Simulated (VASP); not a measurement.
# Br (Pm-3m) in VASP: a series of runs

Br is run at these levels: LDA; tasks: single point.

Everything below comes from runs of VASP 6.6.1. Logs are shortened: lines on timing, memory, paths and dates and some standing lists are left out, and cuts for length are marked.

### Step 1. The cell of the first run

It takes space group Pm-3m (No. 221, cubic). The conventional cell has a = 4.504 Å, b = 4.504 Å, c = 4.504 Å, α = 90.00°, β = 90.00°, γ = 90.00°. Within 4.2 Å of Br (site symmetry 4/mmm) lie 8 Br at 3.18 Å.

### Step 2. Single point, LDA

The input, INCAR:

```
ALGO = Normal
EDIFF = 1E-6
ENCUT = 500
GGA_COMPAT = False
ISIF = 2
ISMEAR = -1
LASPH = True
LCHARG = False
LREAL = False
LWAVE = False
NBANDS = 18
NELM = 120
PREC = Accurate
SIGMA = 0.15
```

The input, KPOINTS:

```
k-points
0
Gamma
  6 6 6
```

The input, POSCAR:

```
Br
1.0
    4.5037842769      0.0000000000      0.0000000000
    0.0000000000      4.5037842769      0.0000000000
    0.0000000000      0.0000000000      4.5037842769
Br
3
Direct
    0.5000000000      0.0000000000      0.0000000000
    0.0000000000      0.5000000000      0.0000000000
    0.0000000000      0.0000000000      0.5000000000
```

Potentials or basis: VASP PAW LDA potentials, release 64 (Br).

The run is started by

```bash
> cat potpaw_LDA.64/Br/POTCAR > POTCAR
> mpirun -np 1 vasp_std > vasp.out
```

OUTCAR:

```text
EDIFF = 1E-6
   ENCUT = 500
   ISIF = 2
   ISMEAR = -1
   LASPH = True
   LREAL = False
   NELM = 120
   PREC = Accurate

 ion  position               nearest neighbor table
   1  0.500  0.000  0.000-
   2  0.000  0.500  0.000-
   3  0.000  0.000  0.500-

  LATTYP: Found a simple cubic cell.
 ALAT       =     4.5037842769

  Lattice vectors:

 A1 = (   4.5037842769,   0.0000000000,   0.0000000000)
 A2 = (   0.0000000000,   4.5037842769,   0.0000000000)
 A3 = (   0.0000000000,   0.0000000000,   4.5037842769)

Analysis of symmetry for initial positions (statically):
=====================================================================
 Subroutine PRICEL returns:
 Original cell was already a primitive cell.

 Routine SETGRP: Setting up the symmetry group for a
 simple cubic supercell.

 Subroutine GETGRP returns: Found 48 space group operations
 (whereof 48 operations were pure point group operations)
 out of a pool of 48 trial point group operations.

The static configuration has the point symmetry O_h .

Analysis of symmetry for dynamics (positions and initial velocities):
=====================================================================
 Subroutine PRICEL returns:
 Original cell was already a primitive cell.

 Routine SETGRP: Setting up the symmetry group for a
 simple cubic supercell.

 Subroutine GETGRP returns: Found 48 space group operations
 (whereof 48 operations were pure point group operations)
 out of a pool of 48 trial point group operations.

The dynamic configuration has the point symmetry O_h .

 Subroutine INISYM returns: Found 48 space group operations
 (whereof 48 operations are pure point group operations),
 and found     1 'primitive' translations

----------------------------------------------------------------------------------------

                                     Primitive cell

  volume of cell :      91.3551

  direct lattice vectors                    reciprocal lattice vectors
     4.503784277  0.000000000  0.000000000     0.222035501  0.000000000  0.000000000
     0.000000000  4.503784277  0.000000000     0.000000000  0.222035501  0.000000000
     0.000000000  0.000000000  4.503784277     0.000000000  0.000000000  0.222035501

  length of vectors
     4.503784277  4.503784277  4.503784277     0.222035501  0.222035501  0.222035501

  position of ions in fractional coordinates (direct lattice)
     0.500000000  0.000000000  0.000000000
     0.000000000  0.500000000  0.000000000
     0.000000000  0.000000000  0.500000000

  ion indices of the primitive-cell ions
   primitive index   ion index
                 1           1
                 2           2
                 3           3

----------------------------------------------------------------------------------------

 KPOINTS: k-points

Automatic generation of k-mesh.
 Grid dimensions read from file:
 generate k-points for:    6    6    6

 Generating k-lattice:

  Cartesian coordinates                     Fractional coordinates (reciprocal lattice)
     0.037005917  0.000000000  0.000000000     0.166666667  0.000000000  0.000000000
     0.000000000  0.037005917  0.000000000     0.000000000  0.166666667  0.000000000
     0.000000000  0.000000000  0.037005917     0.000000000  0.000000000  0.166666667

  Length of vectors
     0.037005917  0.037005917  0.037005917

  Shift w.r.t. Gamma in fractional coordinates (k-lattice)
     0.000000000  0.000000000  0.000000000

 Subroutine IBZKPT returns following result:
 ===========================================

 Found     20 irreducible k-points:

 Following reciprocal coordinates:
            Coordinates               Weight
  0.000000  0.000000  0.000000      1.000000
  0.166667  0.000000  0.000000      6.000000
  0.333333  0.000000  0.000000      6.000000
  0.500000  0.000000  0.000000      3.000000
  0.166667  0.166667  0.000000     12.000000
  0.333333  0.166667  0.000000     24.000000
[... 12 lines left out ...]
  0.500000  0.500000  0.333333      6.000000
  0.500000  0.500000  0.500000      1.000000
   k-points           NKPTS =     20   k-points in BZ     NKDIM =     20   number of bands    NBANDS=     18
   number of dos      NEDOS =    301   number of ions     NIONS =      3
   total plane-waves  NPLWV =  46656
   dimension x,y,z NGX =    36 NGY =   36 NGZ =   36
   dimension x,y,z NGXF=    72 NGYF=   72 NGZF=   72
   ions per type =               3
   NGX,Y,Z   is equivalent  to a cutoff of  13.29, 13.29, 13.29 a.u.
   NGXF,Y,Z  is equivalent  to a cutoff of  26.58, 26.58, 26.58 a.u.
 SYSTEM =  unknown system
   PREC   = accura    normal or accurate (medium, high low for compatibility)
   ISTART =      0    job   : 0-new  1-cont  2-samecut
   ICHARG =      2    charge: 1-file 2-atom 10-const
   ISPIN  =      1    spin polarized calculation?
   LNONCOLLINEAR =      F non collinear calculations
   LSORBIT =      F    spin-orbit coupling
   LASPH  =      T    aspherical Exc in radial PAW
   ENCUT  =  500.0 eV  36.75 Ry    6.06 a.u.   8.21  8.21  8.21*2*pi/ulx,y,z
   NELM   =    120;   NELMIN=  2; NELMDL= -5     # of ELM steps
   EDIFF  = 0.1E-05   stopping-criterion for ELM
   LREAL  =      F    real-space projection
   EDIFFG = 0.1E-04   stopping-criterion for IOM
   NSW    =      0    number of steps for IOM
   IBRION =     -1    ionic relax: 0-MD 1-quasi-New 2-CG
   NFREE  =      0    steps in history (QN), initial steepest desc. (CG)
   ISIF   =      2    stress and relaxation
   ISYM   =      2    0-nonsym 1-usesym 2-fastsym
   POTIM  = 0.5000    time-step for ionic-motion
   TEBEG  =    0.0;   TEEND  =   0.0 temperature during run
   PSTRESS=    0.0 pullay stress
   NELECT =      21.0000    total number of electrons
   NUPDOWN=      -1.0000    fix difference up-down
   EMIN   =  10.00;   EMAX   =-10.00  energy-range for DOS
   EFERMI =   0.00;   METHOD = LEGACY
   ISMEAR =    -1;   SIGMA  =   0.15  broadening in eV -4-tet -1-fermi 0-gaus
   EFERMI_NEDOS =   21; number of points for ismear=-14 and -15
   IALGO  =     38    algorithm
   IMIX   =      4    mixing-type and parameters
     AMIX     =   0.40;   BMIX     =  1.00
     AMIX_MAG =   1.60;   BMIX_MAG =  1.00
  volume/ion in A,a.u.               =      30.45       205.50
  Fermi-wavevector in a.u.,A,eV,Ry     =   1.002852  1.895116 13.683555  1.005713
  Thomas-Fermi vector in A             =   2.135366
   LORBIT       =      0    0 simple, 1 ext, 2 COOP (PROOUT), +10 PAW based schemes
   GGA     = CA    functional components
   LHFCALC =     F    Hartree Fock is set to
   AEXX    =    0.0000 exact exchange contribution
   IVDW    =     0    specifies the selected vdW correction
   LEPSILON=     F    determine dielectric tensor
   LRPA    =     F    only Hartree local field effects (RPA)
 non-spin polarized calculation
  energy-cutoff  :      500.00
  volume of cell :       91.36
 maximum number of plane-waves:      2360
 NGX is ok and might be reduce to    36
   NGX = 17   NGY = 17   NGZ = 17

 number of electron      20.9999990 magnetization

 Free energy of the ion-electron system (eV)
  ---------------------------------------------------
  ext. energy  EPLUGINS =         0.00000000
  ---------------------------------------------------
  free energy    TOTEN  =        -4.94567373 eV

  energy without entropy =       -4.58961344  energy(sigma->0) =       -4.76764358

 E-fermi :   0.7358     XC(G=0):  -8.8059

 val. band max:        0.7295448756   @ k =   0.3333   0.0000   0.0000
 cond. band min:       0.7734701957   @ k =   0.3333   0.1667   0.1667
 fundamental gap:      0.0439253201
 Fermi energy:         0.7357952143

 k-point     1 :       0.0000    0.0000    0.0000
  band No.  band energies     occupation
      1     -14.8127      2.00000
      2     -12.7790      2.00000
      3     -12.7790      2.00000
      4      -3.2998      2.00000
      5      -3.2998      2.00000
      6      -3.2998      2.00000
[... 10 lines left out ...]
     17       9.3052      0.00000
     18       9.3052      0.00000

 k-point     2 :       0.1667    0.0000    0.0000
  band No.  band energies     occupation
      1     -14.7142      2.00000
      2     -12.9295      2.00000
      3     -12.7708      2.00000
      4      -3.1744      2.00000
      5      -3.1744      2.00000
      6      -3.0977      2.00000
[... 10 lines left out ...]
     17       9.4469      0.00000
     18       9.8229      0.00000

 k-point     3 :       0.3333    0.0000    0.0000
  band No.  band energies     occupation
      1     -14.4507      2.00000
      2     -13.2942      2.00000
      3     -12.7544      2.00000
      4      -2.8502      2.00000
      5      -2.8502      2.00000
      6      -2.5246      2.00000
[... 10 lines left out ...]
     17      10.7717      0.00000
     18      10.7926      0.00000

 k-point     4 :       0.5000    0.0000    0.0000
  band No.  band energies     occupation
      1     -14.2281      2.00000
      2     -13.5659      2.00000
      3     -12.7461      2.00000
      4      -2.6101      2.00000
      5      -2.6101      2.00000
      6      -1.8112      2.00000
[... 10 lines left out ...]
     17      11.1161      0.00000
     18      11.1161      0.00000

 k-point     5 :       0.1667    0.1667    0.0000
  band No.  band energies     occupation
      1     -14.6181      2.00000
      2     -12.9820      2.00000
      3     -12.8473      2.00000
      4      -3.3301      2.00000
      5      -3.0466      2.00000
      6      -2.6535      2.00000
[... 10 lines left out ...]
     17       9.7420      0.00000
     18      10.1770      0.00000

 k-point     6 :       0.3333    0.1667    0.0000
  band No.  band energies     occupation
      1     -14.3601      2.00000
      2     -13.2908      2.00000
      3     -12.8607      2.00000
      4      -3.1719      2.00000
      5      -2.7128      2.00000
      6      -2.1084      2.00000
[... 10 lines left out ...]
     17      10.3368      0.00000
     18      10.8599      0.00000

 k-point     7 :       0.5000    0.1667    0.0000
  band No.  band energies     occupation
      1     -14.1379      2.00000
      2     -13.5507      2.00000
      3     -12.8543      2.00000
      4      -2.8464      2.00000
      5      -2.4588      2.00000
      6      -2.4232      2.00000
[... 10 lines left out ...]
     17      10.6654      0.00000
     18      10.8689      0.00000

 k-point     8 :       0.3333    0.3333    0.0000
  band No.  band energies     occupation
      1     -14.1144      2.00000
      2     -13.3422      2.00000
      3     -13.0796      2.00000
      4      -3.3115      2.00000
      5      -2.5846      2.00000
      6      -2.3403      2.00000
[... 10 lines left out ...]
     17      10.2681      0.00000
     18      11.4069      0.00000
[... 145 lines left out ...]
     17      11.3323      0.00000
     18      11.6951      0.00000

 k-point    16 :       0.5000    0.5000    0.1667
  band No.  band energies     occupation
      1     -13.5190      2.00000
      2     -13.4897      2.00000
      3     -13.4897      2.00000
      4      -3.8438      2.00000
      5      -3.3336      2.00000
      6      -2.2517      2.00000
[... 10 lines left out ...]
     17      11.1374      0.00000
     18      11.1374      0.00000

 k-point    17 :       0.3333    0.3333    0.3333
  band No.  band energies     occupation
      1     -13.8527      2.00000
      2     -13.3017      2.00000
      3     -13.3017      2.00000
      4      -4.2261      2.00000
      5      -2.7317      2.00000
      6      -2.7317      2.00000
[... 10 lines left out ...]
     17      10.8678      0.00000
     18      12.4045      0.00000

 k-point    18 :       0.5000    0.3333    0.3333
  band No.  band energies     occupation
      1     -13.6667      2.00000
      2     -13.4752      2.00000
      3     -13.2880      2.00000
      4      -4.3722      2.00000
      5      -3.0624      2.00000
      6      -2.9568      2.00000
[... 10 lines left out ...]
     17      11.4842      0.00000
     18      11.7989      0.00000

 k-point    19 :       0.5000    0.5000    0.3333
  band No.  band energies     occupation
      1     -13.4701      2.00000
      2     -13.4600      2.00000
      3     -13.4600      2.00000
      4      -4.5970      2.00000
      5      -3.2691      2.00000
      6      -2.9777      2.00000
[... 10 lines left out ...]
     17      12.0943      0.00000
     18      12.0943      0.00000

 k-point    20 :       0.5000    0.5000    0.5000
  band No.  band energies     occupation
      1     -13.4450      2.00000
      2     -13.4450      2.00000
      3     -13.4450      2.00000
      4      -4.8783      2.00000
      5      -3.2358      2.00000
      6      -3.2358      2.00000
[... 10 lines left out ...]
     17      12.9542      0.00000
     18      12.9542      0.00000

------------------------ aborting loop because EDIFF is reached ----------------------------------------

  FORCE on cell =-STRESS in cart. coord.  units (eV):
  Direction    XX          YY          ZZ          XY          YZ          ZX
  --------------------------------------------------------------------------------------
  -------------------------------------------------------------------------------------
  Total       -1.3841689     -1.3841689     -1.3841689      0.0000000      0.0000000     -0.0000000
  in kB      -24.2754295    -24.2754295    -24.2754295      0.0000000      0.0000000     -0.0000000
  external PRESSURE =     -24.2754295 kB  Pullay stress =       0.0000000 kB

 VOLUME and BASIS-vectors are now :
 -----------------------------------------------------------------------------
  energy-cutoff  :      500.00
  volume of cell :       91.36
      direct lattice vectors                 reciprocal lattice vectors
     4.503784277  0.000000000  0.000000000     0.222035501  0.000000000  0.000000000
     0.000000000  4.503784277  0.000000000     0.000000000  0.222035501  0.000000000
     0.000000000  0.000000000  4.503784277     0.000000000  0.000000000  0.222035501

 POSITION                                       TOTAL-FORCE (eV/Angst)
 -----------------------------------------------------------------------------------
      2.25189      0.00000      0.00000         0.000000      0.000000      0.000000
      0.00000      2.25189      0.00000         0.000000      0.000000      0.000000
      0.00000      0.00000      2.25189         0.000000      0.000000      0.000000
 -----------------------------------------------------------------------------------
    total drift:                                0.000000      0.000000     -0.000000

  FREE ENERGIE OF THE ION-ELECTRON SYSTEM (eV)
  ---------------------------------------------------
  free  energy   TOTEN  =        -4.9456737289 eV

  energy  without entropy=       -4.5896134378  energy(sigma->0) =       -4.76764358
```

Wall time 32 s (1 thread of Intel Xeon 8259CL, shared host); peak memory 0.17 GiB.

What came out:

```yaml
Free_energy: -4.9457 eV
Pressure: -2.4 GPa
Band_gap_on_the_k_mesh: zero (an odd number of electrons rules out a gap without spin polarisation)
```

Caveat: an odd number of electrons without spin polarisation forces a metal; a magnetic or distorted state may lie lower.

### Step 3. Single point, LDA

This run uses another cell than the first one, of 31.10 Å³/atom.

The input, INCAR:

```
SYSTEM = Br
  PREC = Accurate
  ENCUT = 500
  EDIFF = 1E-6
  ISMEAR = -1
  SIGMA = 0.15
  LREAL = .False.
  LASPH = .True.
  NELM = 120
  ALGO = Normal
  ISIF = 2
  LWAVE = .False.
  LCHARG = .True.
  LELF = .True.
  LVHAR = .True.
  NBANDS = 18
  GGA_COMPAT = .False.
```

The input, KPOINTS:

```
regular mesh
0
Gamma
  6 6 6
  0 0 0
```

The input, POSCAR:

```
Br
1.0
    4.5355021126      0.0000000000      0.0000000000
    0.0000000000      4.5355021126      0.0000000000
    0.0000000000      0.0000000000      4.5355021126
Br
3
Direct
    0.5000000000      0.0000000000      0.0000000000
    0.0000000000      0.5000000000      0.0000000000
    0.0000000000      0.0000000000      0.5000000000
```

Potentials or basis: VASP PAW LDA potentials, release 64 (Br).

The run is started by

```bash
> cat potpaw_LDA.64/Br/POTCAR > POTCAR
> mpirun -np 1 vasp_std > vasp.out
```

It took 32 s on 1 thread of Intel Xeon 8259CL, shared host; peak memory 0.17 GiB.

It converged, with:

* Free energy: -4.9135 eV
* Pressure: -2.9 GPa
* Band gap on the k mesh: zero (an odd number of electrons rules out a gap without spin polarisation)

Levels at points of the mesh, in eV from the Fermi level:
```
           k point  band 8  band 9  band 10  band 11  band 12  band 13
(0.00, 0.00, 0.00)   -0.99   -0.99     0.36     0.36     0.36     4.60
(0.50, 0.00, 0.00)   -1.84   -1.84    -1.52    -0.06    -0.06     7.03
(0.50, 0.50, 0.00)   -1.95   -1.76    -1.76     0.28     0.57     7.76
(0.50, 0.50, 0.50)    0.34    0.34     0.59     0.59     0.59     5.07
```

Caveat: an odd number of electrons without spin polarisation forces a metal; a magnetic or distorted state may lie lower.

The gap in the log of VASP goes by the Fermi energy; the results here count the filled bands.